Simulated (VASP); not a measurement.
# CoO (Fm-3m) in VASP: further runs, part 2 of 3

VASP 6.6.1. Earlier steps stand in the parts before.

## (3) Single point, PBE+U, collinear spin, zero start

Input file INCAR:

```
PREC = Accurate
ENCUT = 700
EDIFF = 1E-6
ISMEAR = -1
SIGMA = 0.02
LREAL = F
LASPH = T
NELM = 200
ALGO = Normal
ISIF = 2
LWAVE = F
LCHARG = F
ISPIN = 2
MAGMOM = 0 0
LORBIT = 11
NUPDOWN = 0.0
LMAXMIX = 4
LDAU = T
LDAUTYPE = 2
LDAUL = 2 -1
LDAUU = 4.8 0
LDAUJ = 0 0
LDAUPRINT = 1
GGA = PE
NBANDS = 22
GGA_COMPAT = F
```

Input file KPOINTS:

```
regular mesh
0
Gamma
  9 9 9
```

Input file POSCAR:

```
CoO
1.0
    0.0000000000      2.1315000000      2.1315000000
    2.1315000000      0.0000000000      2.1315000000
    2.1315000000      2.1315000000      0.0000000000
Co O
1 1
Direct
    0.0000000000      0.0000000000      0.0000000000
    0.5000000000      0.5000000000      0.5000000000
```

Potentials or basis: VASP PAW PBE potentials, release 64 (Co_sv, O).

Run with:

```
cat potpaw_PBE.64/Co_sv/POTCAR potpaw_PBE.64/O/POTCAR > POTCAR
mpirun -np 1 vasp_std > vasp.out
```

Wall time 34 s (1 thread of Intel Xeon Platinum 8488C (Sapphire Rapids), shared host); peak memory 0.18 GiB.

The run converged. Its results:

```
Free energy                                           : -9.1421 eV
Pressure                                              : -18.6 GPa
Net moment                                            : 0.00 μB per cell
Valence electrons inside the program's atomic spheres : Co 15.02; O 4.95
```

Eigenvalues of the final occupation matrices:
| site | spin | trace | eigenvalues |
| --- | --- | --- | --- |
| site 1 d | 1 | 3.43 | 0.34 0.34 0.92 0.92 0.92 |
| site 1 d | 2 | 3.43 | 0.34 0.34 0.92 0.92 0.92 |

Caveat: the cell stands under tension; the total moment is fixed, so each spin has its own Fermi level.

## (4) Single point, PBE+U, collinear spin, ferromagnetic start

Input file INCAR:

```
PREC = Accurate ; ENCUT = 700
EDIFF = 1E-6 ; ISMEAR = -1
SIGMA = 0.02 ; LREAL = F
LASPH = T ; NELM = 200
ALGO = Normal ; ISIF = 2
LWAVE = F ; LCHARG = F
ISPIN = 2 ; MAGMOM = 1.69 0
LORBIT = 11 ; NUPDOWN = 1.69
LMAXMIX = 4 ; LDAU = T
LDAUTYPE = 2 ; LDAUL = 2 -1
LDAUU = 4.8 0 ; LDAUJ = 0 0
LDAUPRINT = 1 ; GGA = PE
NBANDS = 22 ; GGA_COMPAT = F
```

KPOINTS is that of step 3.

POSCAR is that of step 3.

Potentials or basis: VASP PAW PBE potentials, release 64 (Co_sv, O).

Run with:

```
cat potpaw_PBE.64/Co_sv/POTCAR potpaw_PBE.64/O/POTCAR > POTCAR
mpirun -np 1 vasp_std > vasp.out
```

OUTCAR:

```text
PREC = Accurate
   ENCUT = 700
   EDIFF = 1E-6
   ISMEAR = -1
   LREAL = F
   LASPH = T
   NELM = 200
   ISIF = 2
   ISPIN = 2
   LORBIT = 11
   NUPDOWN = 1.69
   GGA = PE

 ion  position               nearest neighbor table
   1  0.000  0.000  0.000-   2 2.13   2 2.13   2 2.13   2 2.13   2 2.13   2 2.13
   2  0.500  0.500  0.500-   1 2.13   1 2.13   1 2.13   1 2.13   1 2.13   1 2.13

  LATTYP: Found a face centered cubic cell.
 ALAT       =     4.2630000000

  Lattice vectors:

 A1 = (   0.0000000000,   2.1315000000,   2.1315000000)
 A2 = (   2.1315000000,   0.0000000000,   2.1315000000)
 A3 = (   2.1315000000,   2.1315000000,   0.0000000000)

Analysis of symmetry for initial positions (statically):
=====================================================================
 Subroutine PRICEL returns:
 Original cell was already a primitive cell.

 Routine SETGRP: Setting up the symmetry group for a
 face centered cubic supercell.

 Subroutine GETGRP returns: Found 48 space group operations
 (whereof 48 operations were pure point group operations)
 out of a pool of 48 trial point group operations.

The static configuration has the point symmetry O_h .

Analysis of symmetry for dynamics (positions and initial velocities):
=====================================================================
 Subroutine PRICEL returns:
 Original cell was already a primitive cell.

 Routine SETGRP: Setting up the symmetry group for a
 face centered cubic supercell.

 Subroutine GETGRP returns: Found 48 space group operations
 (whereof 48 operations were pure point group operations)
 out of a pool of 48 trial point group operations.

The dynamic configuration has the point symmetry O_h .

Analysis of structural, dynamic, and magnetic symmetry:
=====================================================================
 Subroutine PRICEL returns:
 Original cell was already a primitive cell.

 Routine SETGRP: Setting up the symmetry group for a
 face centered cubic supercell.

 Subroutine GETGRP returns: Found 48 space group operations
 (whereof 48 operations were pure point group operations)
 out of a pool of 48 trial point group operations.

The overall configuration has the point symmetry O_h .

 Subroutine INISYM returns: Found 48 space group operations
 (whereof 48 operations are pure point group operations),
 and found     1 'primitive' translations

----------------------------------------------------------------------------------------

                                     Primitive cell

  volume of cell :      19.3681

  direct lattice vectors                    reciprocal lattice vectors
     0.000000000  2.131500000  2.131500000    -0.234576589  0.234576589  0.234576589
     2.131500000  0.000000000  2.131500000     0.234576589 -0.234576589  0.234576589
[... 114 lines left out ...]
   GGA     = PE    functional components
   LHFCALC =     F    Hartree Fock is set to
   AEXX    =    0.0000 exact exchange contribution
   IVDW    =     0    specifies the selected vdW correction
   LEPSILON=     F    determine dielectric tensor
   LRPA    =     F    only Hartree local field effects (RPA)
 spin polarized calculation
  energy-cutoff  :      700.00
  volume of cell :       19.37
 maximum number of plane-waves:       869
 NGX is ok and might be reduce to    28
   NGX = 13   NGY = 13   NGZ = 13

atom =   1  type =  1  l = 2

 onsite density matrix

spin component  1

  0.9175  0.0000 -0.0000  0.0000  0.0000
  0.0000  0.9175 -0.0000 -0.0000 -0.0000
 -0.0000 -0.0000  0.7859  0.0000  0.0000
  0.0000 -0.0000  0.0000  0.9175  0.0000
  0.0000 -0.0000  0.0000  0.0000  0.7859

spin component  2

  0.8056 -0.0000 -0.0000  0.0000 -0.0000
 -0.0000  0.8056 -0.0000 -0.0000 -0.0000
 -0.0000 -0.0000  0.0633 -0.0000  0.0000
  0.0000 -0.0000 -0.0000  0.8056 -0.0000
 -0.0000 -0.0000  0.0000 -0.0000  0.0633

 occupancies and eigenvectors

  o =  0.0633  v =  0.0000  0.0000  0.0000  0.0000  0.0000  0.0000 -0.0000  0.9937  0.0000 -0.1122      0.0000  0.0000  0.0000  0.0000  0.0000  0.0000  0.0000  0.0000  0.0000  0.0000
  o =  0.0633  v =  0.0000  0.0000  0.0000  0.0000  0.0000  0.0000  0.0000 -0.1122 -0.0000 -0.9937      0.0000  0.0000  0.0000  0.0000  0.0000  0.0000  0.0000  0.0000  0.0000  0.0000
  o =  0.7859  v =  0.0000 -0.0000 -0.9984  0.0000  0.0565  0.0000  0.0000  0.0000  0.0000  0.0000      0.0000  0.0000  0.0000  0.0000  0.0000  0.0000  0.0000  0.0000  0.0000  0.0000
  o =  0.7859  v =  0.0000 -0.0000  0.0565  0.0000  0.9984  0.0000  0.0000  0.0000  0.0000  0.0000      0.0000  0.0000  0.0000  0.0000  0.0000  0.0000  0.0000  0.0000  0.0000  0.0000
  o =  0.8056  v =  0.0000  0.0000  0.0000  0.0000  0.0000  0.0000 -0.9956  0.0000  0.0939 -0.0000      0.0000  0.0000  0.0000  0.0000  0.0000  0.0000  0.0000  0.0000  0.0000  0.0000
  o =  0.8056  v =  0.0000  0.0000  0.0000  0.0000  0.0000  0.0000  0.0939  0.0000  0.9956  0.0000      0.0000  0.0000  0.0000  0.0000  0.0000  0.0000  0.0000  0.0000  0.0000  0.0000
  o =  0.8056  v =  0.0000  0.0000  0.0000  0.0000  0.0000  1.0000  0.0000  0.0000  0.0000  0.0000      0.0000  0.0000  0.0000  0.0000  0.0000  0.0000  0.0000  0.0000  0.0000  0.0000
  o =  0.9175  v =  0.0000  0.1931 -0.0000 -0.9812  0.0000  0.0000  0.0000  0.0000  0.0000  0.0000      0.0000  0.0000  0.0000  0.0000  0.0000  0.0000  0.0000  0.0000  0.0000  0.0000
  o =  0.9175  v =  1.0000  0.0000  0.0000  0.0000  0.0000  0.0000  0.0000  0.0000  0.0000  0.0000      0.0000  0.0000  0.0000  0.0000  0.0000  0.0000  0.0000  0.0000  0.0000  0.0000
  o =  0.9175  v =  0.0000 -0.9812  0.0000 -0.1931 -0.0000  0.0000  0.0000  0.0000  0.0000  0.0000      0.0000  0.0000  0.0000  0.0000  0.0000  0.0000  0.0000  0.0000  0.0000  0.0000

 number of electron      23.0000015 magnetization       1.6900002

 Free energy of the ion-electron system (eV)
  ---------------------------------------------------
  ext. energy  EPLUGINS =         0.00000000
  ---------------------------------------------------
  free energy    TOTEN  =        -9.93113684 eV

  energy without entropy =       -9.92071444  energy(sigma->0) =       -9.92592564

 E-fermi :   7.9065     XC(G=0): -12.6133

 val. band max:        7.9057692573   @ k =   0.3333   0.3333   0.0000
 cond. band min:       7.7623522049   @ k =  -0.3333   0.1111   0.0000
 fundamental gap:     -0.1434170524
 Fermi energy:         7.7561203021

 spin component 1

 k-point     1 :       0.0000    0.0000    0.0000
  band No.  band energies     occupation
      1     -86.7471      1.00000
      2     -50.0352      1.00000
      3     -50.0352      1.00000
      4     -50.0352      1.00000
      5     -11.3265      1.00000
      6       5.1026      1.00000
[... 1193 lines left out ...]
     21      40.0277      0.00000
     22      40.0277      0.00000

 [... further k-points ...]

------------------------ aborting loop because EDIFF is reached ----------------------------------------

  FORCE on cell =-STRESS in cart. coord.  units (eV):
  Direction    XX          YY          ZZ          XY          YZ          ZX
  --------------------------------------------------------------------------------------
  -------------------------------------------------------------------------------------
  Total       -0.8973574     -0.8973574     -0.8973574     -0.0000000      0.0000000     -0.0000000
  in kB      -74.2318019    -74.2318019    -74.2318019     -0.0000000      0.0000000     -0.0000000
  external PRESSURE =     -74.2318019 kB  Pullay stress =       0.0000000 kB

 VOLUME and BASIS-vectors are now :
 -----------------------------------------------------------------------------
  energy-cutoff  :      700.00
  volume of cell :       19.37
      direct lattice vectors                 reciprocal lattice vectors
     0.000000000  2.131500000  2.131500000    -0.234576589  0.234576589  0.234576589
     2.131500000  0.000000000  2.131500000     0.234576589 -0.234576589  0.234576589
     2.131500000  2.131500000  0.000000000     0.234576589  0.234576589 -0.234576589

 POSITION                                       TOTAL-FORCE (eV/Angst)
 -----------------------------------------------------------------------------------
      0.00000      0.00000      0.00000         0.000000     -0.000000      0.000000
      2.13150      2.13150      2.13150        -0.000000      0.000000     -0.000000
 -----------------------------------------------------------------------------------
    total drift:                                0.000000      0.000000      0.000000

  FREE ENERGIE OF THE ION-ELECTRON SYSTEM (eV)
  ---------------------------------------------------
  free  energy   TOTEN  =        -9.9311368415 eV

  energy  without entropy=       -9.9207144364  energy(sigma->0) =       -9.92592564

 total charge

# of ion       s       p       d       tot
------------------------------------------
    1        2.133   6.052   6.838  15.023
    2        1.557   3.397   0.000   4.955
--------------------------------------------------
tot          3.690   9.449   6.838  19.978

 magnetization (x)

# of ion       s       p       d       tot
------------------------------------------
    1        0.013   0.008   1.777   1.798
    2        0.016  -0.157   0.000  -0.141
--------------------------------------------------
tot          0.029  -0.149   1.777   1.657
```

It took 34 s on 1 thread of Intel Xeon Platinum 8488C (Sapphire Rapids), shared host; peak memory 0.18 GiB.

What came out:

```
Free energy                                           : -9.9311 eV
Pressure                                              : -7.4 GPa
Net moment                                            : 1.69 μB per cell
Site moments                                          : Co +1.80; O -0.14 μB
Valence electrons inside the program's atomic spheres : Co 15.02; O 4.96
```

Eigenvalues of the final occupation matrices:
| site | spin | trace | eigenvalues |
| --- | --- | --- | --- |
| site 1 d | 1 | 4.32 | 0.79 0.79 0.92 0.92 0.92 |
| site 1 d | 2 | 2.54 | 0.06 0.06 0.81 0.81 0.81 |

Caveat: the cell stands under tension; the total moment is fixed, so each spin has its own Fermi level and the state may be an excited one; a cell with one magnetic atom can't hold antiferromagnetic order, which such compounds often take. The state reached can hang on the start; a lower one may exist.

[end of part 2 of 3]
